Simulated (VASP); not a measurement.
# Si (P6_3/mmc) in VASP: further runs

Si is run at these levels: r2SCAN; tasks: single point.

Everything below comes from runs of VASP 6.6.1. Logs are shortened: lines on timing, memory, paths and dates and some standing lists are left out, and cuts for length are marked.

## 1. The cell of the first run

The structure is hexagonal, space group P6_3/mmc (No. 194). Conventional cell: a = 2.590 Å, b = 2.590 Å, c = 4.536 Å, α = 90.00°, β = 90.00°, γ = 120.00°. Within 3.4 Å of Si (site symmetry -6m2) lie 12 Si at 2.59 to 2.72 Å.

## 2. Single point, r2SCAN (volume scaled by 0.96)

POSCAR

```
Si
1.0
    2.5897706946      0.0000000000      0.0000000000
   -1.2948853473      2.2428072115      0.0000000000
    0.0000000000      0.0000000000      4.5360770338
Si
2
Direct
    0.3333333333      0.6666666667      0.2500000000
    0.6666666667      0.3333333333      0.7500000000
```

INCAR.step1

```
PREC = Accurate
ENCUT = 520
ISMEAR = -1
SIGMA = 0.1
LREAL = False
LASPH = True
NELM = 80
NBANDS = 11
GGA = PE
ALGO = Normal
EDIFF = 1E-4
LWAVE = True
LCHARG = False
```

INCAR.step2

```
PREC = Accurate
ENCUT = 520
EDIFF = 1E-7
ISMEAR = -1
SIGMA = 0.1
LREAL = False
LASPH = True
NELM = 80
ALGO = Normal
ISIF = 2
LWAVE = False
LCHARG = False
METAGGA = R2SCAN
LMIXTAU = True
NBANDS = 11
ISTART = 1
```

KPOINTS

```
regular mesh
0
Gamma
  15 15 8
```

Potentials or basis: VASP PAW PBE potentials, release 64 (Si).

Run with:

```bash
cat potpaw_PBE.64/Si/POTCAR > POTCAR
cp INCAR.step1 INCAR
mpirun -np 1 vasp_std > vasp.out
cp INCAR.step2 INCAR
mpirun -np 1 vasp_std > vasp.out
```

OUTCAR:

```text
PREC = Accurate
   ENCUT = 520
   EDIFF = 1E-7
   ISMEAR = -1
   LREAL = False
   LASPH = True
   NELM = 80
   ISIF = 2
   METAGGA = R2SCAN
   ISTART = 1

 ion  position               nearest neighbor table
   1  0.333  0.667  0.250-   2 2.72   2 2.72   2 2.72   2 2.72   2 2.72   2 2.72
   2  0.667  0.333  0.750-   1 2.72   1 2.72   1 2.72   1 2.72   1 2.72   1 2.72

  LATTYP: Found a hexagonal cell.
 ALAT       =     2.5897706946
 C/A-ratio  =     1.7515361662

  Lattice vectors:

 A1 = (   2.5897706946,   0.0000000000,   0.0000000000)
 A2 = (  -1.2948853473,   2.2428072115,   0.0000000000)
 A3 = (   0.0000000000,   0.0000000000,   4.5360770338)

Analysis of symmetry for initial positions (statically):
=====================================================================
 Subroutine PRICEL returns:
 Original cell was already a primitive cell.

 Routine SETGRP: Setting up the symmetry group for a
 hexagonal supercell.

 Subroutine GETGRP returns: Found 24 space group operations
 (whereof 12 operations were pure point group operations)
 out of a pool of 24 trial point group operations.

The static configuration has the point symmetry D_3d.
 The point group associated with its full space group is D_6h.

Analysis of symmetry for dynamics (positions and initial velocities):
=====================================================================
 Subroutine PRICEL returns:
 Original cell was already a primitive cell.

 Routine SETGRP: Setting up the symmetry group for a
 hexagonal supercell.

 Subroutine GETGRP returns: Found 24 space group operations
 (whereof 12 operations were pure point group operations)
 out of a pool of 24 trial point group operations.

The dynamic configuration has the point symmetry D_3d.
 The point group associated with its full space group is D_6h.

 Subroutine INISYM returns: Found 24 space group operations
 (whereof 12 operations are pure point group operations),
 and found     1 'primitive' translations

----------------------------------------------------------------------------------------

                                     Primitive cell

  volume of cell :      26.3472

  direct lattice vectors                    reciprocal lattice vectors
     2.589770695  0.000000000  0.000000000     0.386134572  0.222934899  0.000000000
    -1.294885347  2.242807212  0.000000000     0.000000000  0.445869799  0.000000000
     0.000000000  0.000000000  4.536077034     0.000000000  0.000000000  0.220454810

  length of vectors
     2.589770695  2.589770695  4.536077034     0.445869799  0.445869799  0.220454810

  position of ions in fractional coordinates (direct lattice)
     0.333333333  0.666666667  0.250000000
     0.666666667  0.333333333  0.750000000

  ion indices of the primitive-cell ions
   primitive index   ion index
                 1           1
                 2           2

----------------------------------------------------------------------------------------

 KPOINTS: regular mesh

Automatic generation of k-mesh.
 Grid dimensions read from file:
 generate k-points for:   15   15    8

 Generating k-lattice:

  Cartesian coordinates                     Fractional coordinates (reciprocal lattice)
     0.025742305  0.014862327  0.000000000     0.066666667  0.000000000  0.000000000
     0.000000000  0.029724653  0.000000000     0.000000000  0.066666667  0.000000000
     0.000000000  0.000000000  0.027556851     0.000000000  0.000000000  0.125000000

  Length of vectors
     0.029724653  0.029724653  0.027556851

  Shift w.r.t. Gamma in fractional coordinates (k-lattice)
     0.000000000  0.000000000  0.000000000

 Subroutine IBZKPT returns following result:
 ===========================================

 Found    135 irreducible k-points:

 Following reciprocal coordinates:
            Coordinates               Weight
  0.000000  0.000000  0.000000      1.000000
  0.066667  0.000000  0.000000      6.000000
  0.133333  0.000000  0.000000      6.000000
  0.200000  0.000000  0.000000      6.000000
  0.266667  0.000000  0.000000      6.000000
[... 51 lines left out ...]
      1      -4.2682      2.00000
      2       2.6386      2.00000
      3       3.5521      2.00000
      4      17.0820      0.00000
      5      19.7709      0.00000
      6      21.5858      0.00000
      7      22.6233      0.00000
      8      22.6297      0.00000
      9      24.7312      0.00000
     10      24.8625      0.00000
     11      25.3806      0.00000

 k-point     4 :       0.2000    0.0000    0.0000
  band No.  band energies     occupation
      1      -3.5889      2.00000
      2       3.2982      2.00000
      3       4.1992      2.00000
      4      14.0526      0.00000
      5      18.5986      0.00000
      6      19.9624      0.00000
      7      20.7215      0.00000
      8      21.1979      0.00000
      9      23.8270      0.00000
     10      24.2883      0.00000
     11      24.8876      0.00000

 k-point     5 :       0.2667    0.0000    0.0000
  band No.  band energies     occupation
      1      -2.6418      2.00000
      2       4.2093      2.00000
      3       5.1028      2.00000
      4      11.1863      1.93289
      5      17.3501      0.00000
      6      17.6583      0.00000
      7      18.6203      0.00000
      8      19.8897      0.00000
      9      22.9816      0.00000
     10      24.6030      0.00000
     11      24.9619      0.00000
[... 211 lines left out ...]
 k-point    21 :       0.2000    0.2000    0.0000
  band No.  band energies     occupation
      1      -1.1626      2.00000
      2       5.6048      2.00000
      3       6.5158      2.00000
      4      10.6139      1.99977
      5      10.7388      1.99921
      6      16.6852      0.00000
      7      17.2642      0.00000
      8      17.3618      0.00000
      9      19.5449      0.00000
     10      26.1606      0.00000
     11      26.1941      0.00000

 k-point    22 :       0.2667    0.2000    0.0000
  band No.  band energies     occupation
      1       0.1719      2.00000
      2       6.7130      2.00000
      3       7.7861      2.00000
      4       8.2754      2.00000
      5      10.0491      2.00000
      6      14.6110      0.00000
      7      15.3541      0.00000
      8      16.5291      0.00000
      9      18.3058      0.00000
     10      26.4449      0.00000
     11      27.2389      0.00000

 k-point    23 :       0.3333    0.2000    0.0000
  band No.  band energies     occupation
      1       1.7580      2.00000
      2       5.6395      2.00000
      3       8.4332      2.00000
      4       9.2631      2.00000
      5       9.7083      2.00000
      6      12.5453      0.00007
      7      13.3087      0.00000
      8      16.1508      0.00000
      9      17.7336      0.00000
     10      26.2838      0.00000
     11      28.4543      0.00000

 k-point    24 :       0.4000    0.2000    0.0000
  band No.  band energies     occupation
      1       3.4295      2.00000
      2       3.7665      2.00000
      3       9.1902      2.00000
      4       9.8921      2.00000
      5      10.4502      1.99996
      6      11.2214      1.90600
      7      11.9117      0.03995
      8      16.0279      0.00000
      9      17.5615      0.00000
     10      26.2104      0.00000
     11      29.4372      0.00000

 [... further k-points ...]
[... 5 lines left out ...]
  --------------------------------------------------------------------------------------
  -------------------------------------------------------------------------------------
  Total        0.9246670      0.9246670      0.3589061      0.0000000      0.0000000      0.0000000
  in kB       56.2292493     56.2292493     21.8251763      0.0000000      0.0000000      0.0000000
  external PRESSURE =      44.7612250 kB  Pullay stress =       0.0000000 kB

 VOLUME and BASIS-vectors are now :
 -----------------------------------------------------------------------------
  energy-cutoff  :      520.00
  volume of cell :       26.35
      direct lattice vectors                 reciprocal lattice vectors
     2.589770695  0.000000000  0.000000000     0.386134572  0.222934899  0.000000000
    -1.294885347  2.242807212  0.000000000     0.000000000  0.445869799  0.000000000
     0.000000000  0.000000000  4.536077034     0.000000000  0.000000000  0.220454810

 POSITION                                       TOTAL-FORCE (eV/Angst)
 -----------------------------------------------------------------------------------
     -0.00000      1.49520      1.13402         0.000000     -0.000000      0.000000
      1.29489      0.74760      3.40206        -0.000000      0.000000      0.000000
 -----------------------------------------------------------------------------------
    total drift:                               -0.000000      0.000000     -0.000000

  FREE ENERGIE OF THE ION-ELECTRON SYSTEM (eV)
  ---------------------------------------------------
  free  energy   TOTEN  =       -16.1352109175 eV

  energy  without entropy=      -16.1095686367  energy(sigma->0) =      -16.12238978
```

Wall time 55 s (1 thread of Intel Xeon 6975P-C (Granite Rapids), shared host); peak memory 0.15 GiB.

Results:

```yaml
Free_energy: -16.1352 eV
Pressure: 4.5 GPa
Band_gap_on_the_k_mesh: zero (band 4 reaches 22.41 eV, above the bottom of band 5 at 7.53 eV)
```

Levels at points of the mesh, in eV from the Fermi level:
| k point | band 1 | band 2 | band 3 | band 4 | band 5 | band 6 | band 7 | band 8 |
| --- | --- | --- | --- | --- | --- | --- | --- | --- |
| (0.00, 0.00, 0.00) | -16.34 | -9.42 | -8.49 | 10.89 | 10.89 | 11.06 | 11.12 | 11.80 |
| (0.00, 0.00, 0.50) | -14.47 | -14.47 | -0.08 | -0.08 | 12.39 | 12.39 | 12.39 | 12.39 |

Caveat: the cell differs from its parent crystal (volume scaled by 0.96); the PAW data sets were made with another functional, which shifts forces and pressure a little.

## 3. Single point, r2SCAN

This run uses another cell than the first one, of 13.72 Å³/atom, 1.042 times its volume.

POSCAR

```
Si
1.0
    2.6252514144      0.0000000000      0.0000000000
   -1.3126257072      2.2735344162      0.0000000000
    0.0000000000      0.0000000000      4.5982227978
Si
2
Direct
    0.3333333333      0.6666666667      0.2500000000
    0.6666666667      0.3333333333      0.7500000000
```

INCAR.step1

```
PREC = Accurate
ENCUT = 520
ISMEAR = -1
SIGMA = 0.1
LREAL = F
LASPH = T
NELM = 100
NBANDS = 11
GGA = PE
ALGO = Normal
EDIFF = 1E-4
LWAVE = T
LCHARG = F
```

INCAR.step2

```
PREC = Accurate
ENCUT = 520
EDIFF = 1E-6
ISMEAR = -1
SIGMA = 0.1
LREAL = F
LASPH = T
NELM = 100
ALGO = Normal
ISIF = 2
LWAVE = F
LCHARG = T
METAGGA = R2SCAN
LMIXTAU = T
LELF = T
LVHAR = T
NBANDS = 11
ISTART = 1
```

KPOINTS

```
Automatic mesh
0
Gamma
  15 15 8
```

Potentials or basis: VASP PAW PBE potentials, release 64 (Si).

Run with:

```bash
cat potpaw_PBE.64/Si/POTCAR > POTCAR
cp INCAR.step1 INCAR
mpirun -np 1 vasp_std > vasp.out
cp INCAR.step2 INCAR
mpirun -np 1 vasp_std > vasp.out
```

Wall time 45 s (1 thread of Intel Xeon 6975P-C (Granite Rapids), shared host); peak memory 0.15 GiB.

The run converged. Its results:

```yaml
Free_energy: -16.1508 eV
Pressure: 0.2 GPa
Band_gap_on_the_k_mesh: zero (band 4 reaches 21.44 eV, above the bottom of band 5 at 6.89 eV)
```

Stress tensor (GPa, compression positive):
```
 0.94  0.00  0.00
 0.00  0.94  0.00
 0.00  0.00 -1.24
```

Levels at points of the mesh, in eV from the Fermi level:
| k point | band 2 | band 3 | band 4 | band 5 | band 6 | band 7 |
| --- | --- | --- | --- | --- | --- | --- |
| (0.00, 0.00, 0.00) | -9.26 | -8.17 | 10.50 | 10.50 | 10.67 | 10.95 |
| (0.00, 0.00, 0.50) | -14.10 | -0.06 | -0.06 | 11.92 | 11.92 | 11.92 |

Caveat: the PAW data sets were made with another functional, which shifts forces and pressure a little.

## 4. Single point, r2SCAN (volume scaled by 1.04)

POSCAR

```
Si
1.0
    2.6597981579      0.0000000000      0.0000000000
   -1.3298990790      2.3034527737      0.0000000000
    0.0000000000      0.0000000000      4.6587326685
Si
2
Direct
    0.3333333333      0.6666666667      0.2500000000
    0.6666666667      0.3333333333      0.7500000000
```

INCAR.step1

```
SYSTEM = Si
PREC = Accurate
ENCUT = 520
ISMEAR = -1
SIGMA = 0.1
LREAL = .False.
LASPH = .True.
NELM = 60
NBANDS = 11
GGA = PE
ALGO = Normal
EDIFF = 1E-4
LWAVE = .True.
LCHARG = .False.
```

INCAR.step2

```
SYSTEM = Si
PREC = Accurate
ENCUT = 520
EDIFF = 1E-7
ISMEAR = -1
SIGMA = 0.1
LREAL = .False.
LASPH = .True.
NELM = 60
ALGO = Normal
ISIF = 2
LWAVE = .False.
LCHARG = .False.
METAGGA = R2SCAN
LMIXTAU = .True.
NBANDS = 11
ISTART = 1
```

KPOINTS

```
Automatic mesh
0
Gamma
  15 15 8
  0 0 0
```

Run with:

```bash
cat potpaw_PBE.64/Si/POTCAR > POTCAR
cp INCAR.step1 INCAR
mpirun -np 1 vasp_std > vasp.out
cp INCAR.step2 INCAR
mpirun -np 1 vasp_std > vasp.out
```

Run time: 60 s. Hardware: 1 thread of Intel Xeon 6975P-C (Granite Rapids), shared host; peak memory 0.15 GiB.

It converged, with:

```yaml
Free_energy: -16.1406 eV
Pressure: -3.1 GPa
Band_gap_on_the_k_mesh: zero (band 4 reaches 20.53 eV, above the bottom of band 5 at 6.51 eV)
```

Stress tensor (GPa, compression positive):
```
-2.70  0.00  0.00
 0.00 -2.70  0.00
 0.00  0.00 -3.80
```

Levels at points of the mesh, in eV from the Fermi level:
```tsv
k point	band 2	band 3	band 4	band 5	band 6	band 7
(0.00, 0.00, 0.00)	-9.12	-7.86	10.13	10.13	10.25	10.85
(0.00, 0.00, 0.50)	-13.75	-0.03	-0.03	11.47	11.47	11.47
```

Caveat: the cell differs from its parent crystal (volume scaled by 1.04); the PAW data sets were made with another functional, which shifts forces and pressure a little.

## 5. Single point, r2SCAN (volume scaled by 1.08)

POSCAR

```
Si
1.0
    2.6934700636      0.0000000000      0.0000000000
   -1.3467350318      2.3326134994      0.0000000000
    0.0000000000      0.0000000000      4.7177102290
Si
2
Direct
    0.3333333333      0.6666666667      0.2500000000
    0.6666666667      0.3333333333      0.7500000000
```

INCAR.step1

```
ALGO = Normal
EDIFF = 1E-4
ENCUT = 520
GGA = PE
ISMEAR = -1
LASPH = True
LCHARG = False
LREAL = False
LWAVE = True
NBANDS = 11
NELM = 100
PREC = Accurate
SIGMA = 0.1
```

INCAR.step2

```
ALGO = Normal
EDIFF = 1E-7
ENCUT = 520
ISIF = 2
ISMEAR = -1
ISTART = 1
LASPH = True
LCHARG = True
LELF = True
LMIXTAU = True
LREAL = False
LVHAR = True
LWAVE = False
METAGGA = R2SCAN
NBANDS = 11
NELM = 100
PREC = Accurate
SIGMA = 0.1
```

KPOINTS

```
k-points
0
Gamma
  15 15 8
```

Run with:

```bash
cat potpaw_PBE.64/Si/POTCAR > POTCAR
cp INCAR.step1 INCAR
mpirun -np 1 vasp_std > vasp.out
cp INCAR.step2 INCAR
mpirun -np 1 vasp_std > vasp.out
```

It took 60 s on 1 thread of Intel Xeon 6975P-C (Granite Rapids), shared host; peak memory 0.16 GiB.

Results (log left out):

```
Free energy            : -16.1104 eV
Pressure               : -5.6 GPa
Band gap on the k mesh : zero (band 4 reaches 19.68 eV, above the bottom of band 5 at 6.19 eV)
```

Stress tensor (GPa, compression positive):
```
-5.55  0.00  0.00
 0.00 -5.55  0.00
 0.00  0.00 -5.82
```

Levels at points of the mesh, in eV from the Fermi level:
| k point | band 1 | band 2 | band 3 | band 4 | band 5 | band 6 | band 7 | band 8 | band 9 |
| --- | --- | --- | --- | --- | --- | --- | --- | --- | --- |
| (0.00, 0.00, 0.00) | -15.14 | -8.98 | -7.57 | 9.79 | 9.79 | 9.86 | 10.75 | 11.04 | 11.04 |
| (0.00, 0.00, 0.50) | -13.42 | -13.42 | -0.01 | -0.01 | 11.05 | 11.05 | 11.05 | 11.05 | 12.84 |

Caveat: the cell differs from its parent crystal (volume scaled by 1.08); the PAW data sets were made with another functional, which shifts forces and pressure a little.

## 6. Single point, r2SCAN (volume scaled by 1.12)

POSCAR

```
Si
1.0
    2.7263204971      0.0000000000      0.0000000000
   -1.3631602485      2.3610628093      0.0000000000
    0.0000000000      0.0000000000      4.7752489513
Si
2
Direct
    0.3333333333      0.6666666667      0.2500000000
    0.6666666667      0.3333333333      0.7500000000
```

INCAR.step1

```
SYSTEM = Si
PREC     = Accurate       ! precision mode
ENCUT    = 520            ! plane-wave cutoff, eV
ISMEAR   = -1             ! smearing method
SIGMA    = 0.1            ! smearing width, eV
LREAL    = .FALSE.        ! projectors in reciprocal space
LASPH    = .TRUE.         ! aspherical terms in the spheres
NELM     = 100            ! most SCF steps
NBANDS   = 11             ! bands
GGA      = PE             ! functional
ALGO     = Normal         ! electronic algorithm
EDIFF    = 1E-4           ! SCF threshold, eV
LWAVE    = .TRUE.         ! write WAVECAR
LCHARG   = .FALSE.        ! write CHGCAR
```

INCAR.step2

```
SYSTEM = Si
PREC     = Accurate       ! precision mode
ENCUT    = 520            ! plane-wave cutoff, eV
EDIFF    = 1E-7           ! SCF threshold, eV
ISMEAR   = -1             ! smearing method
SIGMA    = 0.1            ! smearing width, eV
LREAL    = .FALSE.        ! projectors in reciprocal space
LASPH    = .TRUE.         ! aspherical terms in the spheres
NELM     = 100            ! most SCF steps
ALGO     = Normal         ! electronic algorithm
ISIF     = 2              ! what is computed and relaxed
LWAVE    = .FALSE.        ! write WAVECAR
LCHARG   = .FALSE.        ! write CHGCAR
METAGGA  = R2SCAN         ! meta-GGA
LMIXTAU  = .TRUE.       
NBANDS   = 11             ! bands
ISTART   = 1
```

KPOINTS

```
regular mesh
0
G
  15 15 8
  0 0 0
```

Potentials or basis: VASP PAW PBE potentials, release 64 (Si).

Run with:

```bash
cat potpaw_PBE.64/Si/POTCAR > POTCAR
cp INCAR.step1 INCAR
mpirun -np 1 vasp_std > vasp.out
cp INCAR.step2 INCAR
mpirun -np 1 vasp_std > vasp.out
```

Run time: 54 s. Hardware: 1 thread of Intel Xeon 6975P-C (Granite Rapids), shared host; peak memory 0.16 GiB.

The run converged. Its results:

* Free energy: -16.0645 eV
* Pressure: -7.7 GPa
* Band gap on the k mesh: zero (band 4 reaches 18.87 eV, above the bottom of band 5 at 5.88 eV)

Stress tensor (GPa, compression positive):
```
-7.80  0.00  0.00
 0.00 -7.80  0.00
 0.00  0.00 -7.44
```

Levels at points of the mesh, in eV from the Fermi level:
```
           k point  band 1  band 2  band 3  band 4  band 5  band 6  band 7  band 8  band 9
(0.00, 0.00, 0.00)  -14.78   -8.84   -7.29    9.46    9.46    9.50   10.67   10.79   10.79
(0.00, 0.00, 0.50)  -13.11  -13.11    0.02    0.02   10.65   10.65   10.65   10.65   12.70
```

Caveat: the cell differs from its parent crystal (volume scaled by 1.12); the PAW data sets were made with another functional, which shifts forces and pressure a little.

## 7. Overview

| cell | gap on the mesh (eV) | pressure (GPa) |
| --- | --- | --- |
| a = 2.590, b = 2.590, c = 4.536 Å, angles 90.0, 90.0, 120.0°, 2 atoms | none | 4.5 |
| a = 2.625, b = 2.625, c = 4.598 Å, angles 90.0, 90.0, 120.0°, 2 atoms | none | 0.2 |
| a = 2.660, b = 2.660, c = 4.659 Å, angles 90.0, 90.0, 120.0°, 2 atoms | none | -3.1 |
| a = 2.693, b = 2.693, c = 4.718 Å, angles 90.0, 90.0, 120.0°, 2 atoms | none | -5.6 |
| a = 2.726, b = 2.726, c = 4.775 Å, angles 90.0, 90.0, 120.0°, 2 atoms | none | -7.7 |

Alike in all rows: task single point; level r2SCAN; potentials or basis VASP PAW PBE potentials, release 64 (Si); no spin polarisation; k mesh 15 × 15 × 8; cutoff (eV) 520; smearing fermi-dirac 0.1 eV.

Caveats: the PAW data sets were made with another functional, which shifts forces and pressure a little.

Absolute energies hang on the potentials; compare differences alone.
